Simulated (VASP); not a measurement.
# MgH2 (Pmc2_1) in VASP: density of states with PBE

Aim: the density of states of MgH2 with PBE.

Everything below comes from runs of VASP 6.6.1. Logs are shortened: lines on timing, memory, paths and dates and some standing lists are left out, and cuts for length are marked.

### 1 The cell of the first run

It takes space group Pmc2_1 (No. 26, orthorhombic). Conventional cell: a = 3.263 Å, b = 3.256 Å, c = 6.441 Å, α = 90.00°, β = 90.00°, γ = 90.00°. Within 2.5 Å of Mg (site symmetry m) lie 4 H at 1.86 to 1.87 Å. H (site symmetry m) has 2 Mg at 1.86 to 1.87 Å within 2.5 Å. Within 2.5 Å of H (site symmetry m) lie 2 Mg at 1.87 Å.

### 2 Density of states, PBE

The input, POSCAR:

```
MgH2
1.0
    3.2632656615      0.0000000000      0.0000000000
    0.0000000000      3.2558794347      0.0000000000
    0.0000000000      0.0000000000      6.4405523521
Mg H
2 4
Direct
    0.0000000000      0.4857933017      0.4993775435
    0.0000000000      0.5142066983      0.9993775435
    0.0000000000      0.9874858620      0.6418942879
    0.0000000000      0.0125141380      0.1418942879
    0.5000000000      0.4976127590      0.8587865904
    0.5000000000      0.5023872410      0.3587865904
```

The input, INCAR.step1:

```
SYSTEM = MgH2
PREC     = Accurate       ! precision mode
ENCUT    = 520            ! plane-wave cutoff, eV
EDIFF    = 1E-6           ! SCF threshold, eV
ISMEAR   = 0              ! smearing method
SIGMA    = 0.02           ! smearing width, eV
LREAL    = .False.        ! projectors in reciprocal space
LASPH    = .True.         ! aspherical terms in the spheres
NELM     = 60             ! most SCF steps
ALGO     = Normal         ! electronic algorithm
ISIF     = 2              ! what is computed and relaxed
LWAVE    = .False.        ! write WAVECAR
LCHARG   = .True.         ! write CHGCAR
GGA      = PE             ! functional
NBANDS   = 13             ! bands
```

The input, KPOINTS.step1:

```
Automatic mesh
0
Gamma
  8 8 4
  0 0 0
```

The input, INCAR.step2:

```
SYSTEM = MgH2
PREC     = Accurate       ! precision mode
ENCUT    = 520            ! plane-wave cutoff, eV
EDIFF    = 1E-6           ! SCF threshold, eV
ISMEAR   = -5             ! smearing method
SIGMA    = 0.02           ! smearing width, eV
LREAL    = .False.        ! projectors in reciprocal space
LASPH    = .True.         ! aspherical terms in the spheres
NELM     = 60             ! most SCF steps
ALGO     = Normal         ! electronic algorithm
ISIF     = 2              ! what is computed and relaxed
LWAVE    = .False.        ! write WAVECAR
LCHARG   = .False.        ! write CHGCAR
GGA      = PE             ! functional
LORBIT   = 11             ! projections on sites
NEDOS    = 1001           ! points of the DOS
ICHARG   = 11             ! starting density
```

The input, KPOINTS.step2:

```
Automatic mesh
0
Gamma
  12 12 6
  0 0 0
```

Potentials or basis: VASP PAW PBE potentials, release 64 (Mg, H).

The run is started by

```sh
> cat potpaw_PBE.64/Mg/POTCAR potpaw_PBE.64/H/POTCAR > POTCAR
> cp INCAR.step1 INCAR
> cp KPOINTS.step1 KPOINTS
> mpirun -np 1 vasp_std > vasp.out
> cp INCAR.step2 INCAR
> cp KPOINTS.step2 KPOINTS
> mpirun -np 1 vasp_std > vasp.out
```

OUTCAR:

```text
SYSTEM = MgH2
   PREC = Accurate
   ENCUT = 520
   EDIFF = 1E-6
   ISMEAR = -5
   LREAL = .False.
   LASPH = .True.
   NELM = 60
   ISIF = 2
   GGA = PE
   LORBIT = 11
   ICHARG = 11

 ion  position               nearest neighbor table
   1  0.000  0.486  0.499-   3 1.86   6 1.87   6 1.87   3 1.87   2 3.22   2 3.22
   2  0.000  0.514  0.999-   4 1.86   5 1.87   5 1.87   4 1.87   1 3.22   1 3.22
   3  0.000  0.987  0.642-   1 1.86   1 1.87
   4  0.000  0.013  0.142-   2 1.86   2 1.87
   5  0.500  0.498  0.859-   2 1.87   2 1.87
   6  0.500  0.502  0.359-   1 1.87   1 1.87

  LATTYP: Found a simple orthorhombic cell.
 ALAT       =     3.2558794347
 B/A-ratio  =     1.0022685812
 C/A-ratio  =     1.9781298667

  Lattice vectors:

 A1 = (   0.0000000000,  -3.2558794347,   0.0000000000)
 A2 = (   3.2632656615,   0.0000000000,   0.0000000000)
 A3 = (   0.0000000000,   0.0000000000,   6.4405523521)

Analysis of symmetry for initial positions (statically):
=====================================================================
 Subroutine PRICEL returns:
 Original cell was already a primitive cell.

 Routine SETGRP: Setting up the symmetry group for a
 simple orthorhombic supercell.

 Subroutine GETGRP returns: Found  4 space group operations
 (whereof  2 operations were pure point group operations)
 out of a pool of  8 trial point group operations.

The static configuration has the point symmetry C_1h.
 The point group associated with its full space group is C_2v.

Analysis of symmetry for dynamics (positions and initial velocities):
=====================================================================
 Subroutine PRICEL returns:
 Original cell was already a primitive cell.

 Routine SETGRP: Setting up the symmetry group for a
 simple orthorhombic supercell.

 Subroutine GETGRP returns: Found  4 space group operations
 (whereof  2 operations were pure point group operations)
 out of a pool of  8 trial point group operations.

The dynamic configuration has the point symmetry C_1h.
 The point group associated with its full space group is C_2v.

 Subroutine INISYM returns: Found  4 space group operations
 (whereof  2 operations are pure point group operations),
 and found     1 'primitive' translations

----------------------------------------------------------------------------------------

                                     Primitive cell

  volume of cell :      68.4296
[... 118 lines left out ...]
     AMIX     =   0.40;   BMIX     =  1.00
     AMIX_MAG =   1.60;   BMIX_MAG =  1.00
  volume/ion in A,a.u.               =      11.40        76.96
  Fermi-wavevector in a.u.,A,eV,Ry     =   0.800492  1.512710  8.718438  0.640787
  Thomas-Fermi vector in A             =   1.907798
   LORBIT       =     11    0 simple, 1 ext, 2 COOP (PROOUT), +10 PAW based schemes
   GGA     = PE    functional components
   LHFCALC =     F    Hartree Fock is set to
   AEXX    =    0.0000 exact exchange contribution
   IVDW    =     0    specifies the selected vdW correction
   LEPSILON=     F    determine dielectric tensor
   LRPA    =     F    only Hartree local field effects (RPA)
 non-spin polarized calculation
 Fermi weights with tetrahedron method with Bloechl corrections
  energy-cutoff  :      520.00
  volume of cell :       68.43
 maximum number of plane-waves:      1872

 number of electron       8.0000000 magnetization

 Free energy of the ion-electron system (eV)
  ---------------------------------------------------
  ext. energy  EPLUGINS =         0.00000000
  ---------------------------------------------------
  free energy    TOTEN  =       -16.80375102 eV

  energy without entropy =      -16.80375102  energy(sigma->0) =      -16.80375102

 E-fermi :   0.0839     XC(G=0):  -8.0252

 val. band max:        0.0663851147   @ k =   0.0000   0.0000   0.0000
 cond. band min:       1.9652773857   @ k =   0.5000   0.5000   0.0000
 fundamental gap:      1.8988922710
 Fermi energy:         0.0838582266

 k-point     1 :       0.0000    0.0000    0.0000
  band No.  band energies     occupation
      1      -6.8831      2.00000
      2      -3.8764      2.00000
      3      -3.7175      2.00000
      4       0.0664      2.00000
      5       6.6754      0.00000
      6       7.0769      0.00000
      7       8.3200      0.00000
      8       8.4449      0.00000
[... 243 lines left out ...]
 k-point    24 :       0.1667    0.2500    0.0000
  band No.  band energies     occupation
      1      -5.7626      2.00000
      2      -3.0466      2.00000
      3      -2.8650      2.00000
      4      -1.1819      2.00000
      5       4.4086      0.00000
      6       4.7808      0.00000
      7       5.1432      0.00000
      8       8.4568      0.00000

 [... further k-points ...]

------------------------ aborting loop because EDIFF is reached ----------------------------------------

  FORCE on cell =-STRESS in cart. coord.  units (eV):
  Direction    XX          YY          ZZ          XY          YZ          ZX
  --------------------------------------------------------------------------------------
  -------------------------------------------------------------------------------------
  Total       -0.0921682     -0.0829469     -0.0722756      0.0000000      0.0000000      0.0000000
  in kB       -2.1579816     -1.9420778     -1.6922267      0.0000000      0.0000000      0.0000000
  external PRESSURE =      -1.9307620 kB  Pullay stress =       0.0000000 kB

 VOLUME and BASIS-vectors are now :
 -----------------------------------------------------------------------------
  energy-cutoff  :      520.00
  volume of cell :       68.43
      direct lattice vectors                 reciprocal lattice vectors
     3.263265662  0.000000000  0.000000000     0.306441493  0.000000000  0.000000000
     0.000000000  3.255879435  0.000000000     0.000000000  0.307136680  0.000000000
     0.000000000  0.000000000  6.440552352     0.000000000  0.000000000  0.155266186

 POSITION                                       TOTAL-FORCE (eV/Angst)
 -----------------------------------------------------------------------------------
      0.00000      1.58168      3.21627         0.000000      0.002424     -0.000032
      0.00000      1.67420      6.43654         0.000000     -0.002424     -0.000032
      0.00000      3.21513      4.13415         0.000000      0.001178     -0.001228
      0.00000      0.04074      0.91388         0.000000     -0.001178     -0.001228
      1.63163      1.62017      5.53106         0.000000      0.006722      0.001259
      1.63163      1.63571      2.31078         0.000000     -0.006722      0.001259
 -----------------------------------------------------------------------------------
    total drift:                                0.000000     -0.000000     -0.000079

  FREE ENERGIE OF THE ION-ELECTRON SYSTEM (eV)
  ---------------------------------------------------
  free  energy   TOTEN  =       -16.8037510201 eV

  energy  without entropy=      -16.8037510201  energy(sigma->0) =      -16.80375102

 total charge

# of ion       s       p       d       tot
------------------------------------------
    1        0.170   0.146   0.032   0.348
    2        0.170   0.146   0.032   0.348
    3        0.556   0.002   0.000   0.558
    4        0.556   0.002   0.000   0.558
    5        0.556   0.002   0.000   0.559
    6        0.556   0.002   0.000   0.559
--------------------------------------------------
tot          2.565   0.302   0.064   2.931
```

OUTCAR.step1:

```text
SYSTEM = MgH2
   PREC = Accurate
   ENCUT = 520
   EDIFF = 1E-6
   ISMEAR = 0
   LREAL = .False.
   LASPH = .True.
   NELM = 60
[... 623 lines left out ...]
      0.00000      0.04074      0.91388         0.000000     -0.001148     -0.001232
      1.63163      1.62017      5.53106         0.000000      0.006718      0.001263
      1.63163      1.63571      2.31078         0.000000     -0.006718      0.001263
 -----------------------------------------------------------------------------------
    total drift:                                0.000000     -0.000000     -0.000083

  FREE ENERGIE OF THE ION-ELECTRON SYSTEM (eV)
  ---------------------------------------------------
  free  energy   TOTEN  =       -16.8039045177 eV

  energy  without entropy=      -16.8039045177  energy(sigma->0) =      -16.80390452
```

OSZICAR.step1:

```text
N       E                     dE             d eps       ncg     rms          rms(c)
DAV:   1    -0.357409266976E+01   -0.35741E+01   -0.27207E+03  1950   0.460E+02
DAV:   2    -0.175073732886E+02   -0.13933E+02   -0.13365E+02  2442   0.665E+01
DAV:   3    -0.181765382681E+02   -0.66916E+00   -0.66834E+00  2458   0.133E+01
DAV:   4    -0.181794397548E+02   -0.29015E-02   -0.29014E-02  2241   0.994E-01
DAV:   5    -0.181794747479E+02   -0.34993E-04   -0.34993E-04  2499   0.111E-01    0.664E+00
DAV:   6    -0.171279067234E+02    0.10516E+01   -0.76804E-01  2190   0.341E+00    0.335E+00
DAV:   7    -0.167919647270E+02    0.33594E+00   -0.98992E-01  2210   0.424E+00    0.562E-01
DAV:   8    -0.168045447676E+02   -0.12580E-01   -0.32561E-02  2175   0.889E-01    0.154E-01
DAV:   9    -0.168038688524E+02    0.67592E-03   -0.18284E-03  2415   0.187E-01    0.286E-02
DAV:  10    -0.168039084269E+02   -0.39574E-04   -0.15212E-04  2230   0.626E-02    0.185E-02
DAV:  11    -0.168039046723E+02    0.37546E-05   -0.25929E-05  2295   0.178E-02    0.422E-03
DAV:  12    -0.168039045177E+02    0.15464E-06   -0.11060E-06  1675   0.575E-03
   1 F= -.16803905E+02 E0= -.16803905E+02  d E =-.330983E-26
```

Wall time 73 s (1 thread of Intel Xeon Platinum 8488C (Sapphire Rapids), shared host); peak memory 0.25 GiB.

What came out:

```yaml
Valence_electrons_inside_the_program's_atomic_spheres: Mg 0.35; H 0.56
```
